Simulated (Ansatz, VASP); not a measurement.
# Two plane-wave programs on Zr2AlN3

```xyz
12
Lattice="3.4023 0.0000 0.0000 -1.7012 2.9465 0.0000 0.0000 0.0000 16.6394" Properties=species:S:1:pos:R:3 pbc="T T T"
Zr    0.0000    1.9643    0.0705
Zr    0.0000    1.9643    5.4895
Zr    1.7012    0.9822    8.3902
Zr    1.7012    0.9822   13.8092
Al    0.0000    1.9643   11.0892
Al    1.7012    0.9822    2.7695
N     0.0000    1.9643    2.3063
N     0.0000    1.9643    7.6590
N     0.0000    1.9643   12.9873
N     1.7012    0.9822    4.6676
N     1.7012    0.9822   10.6261
N     1.7012    0.9822   15.9787
```

Alike in both runs: functional PBE; k mesh 6 × 6 × 1; occupations gaussian, width 0.1 eV; no spin polarisation.

Ansatz relaxed the structure, and its values are those at the end. VASP's run is a single point on that final structure, the one shown.

|  | VASP | Ansatz |
| --- | --- | --- |
| version | VASP 6.6.1 | Ansatz 0.2.0 |
| potentials or method | VASP PAW PBE potentials, release 64 (Zr_sv, Al, N), cutoff 520 eV | scalar-relativistic, plane waves, PAW |
| valence electrons in the cell | 84 | 84 |

|  | VASP | Ansatz | Ansatz less VASP |
| --- | --- | --- | --- |
| gap on the k mesh at the Fermi level (eV) | none | none | - |
| pressure (GPa) | 0.2 | 0.1 | -0.08 |
| rms of the force components (eV/Å) | 0.011 | 0.009 | -0.0021 |

A gap of «none» marks a metal or a gap that the smearing closes.

The k mesh is coarse, so the values compare programs but aren't converged.
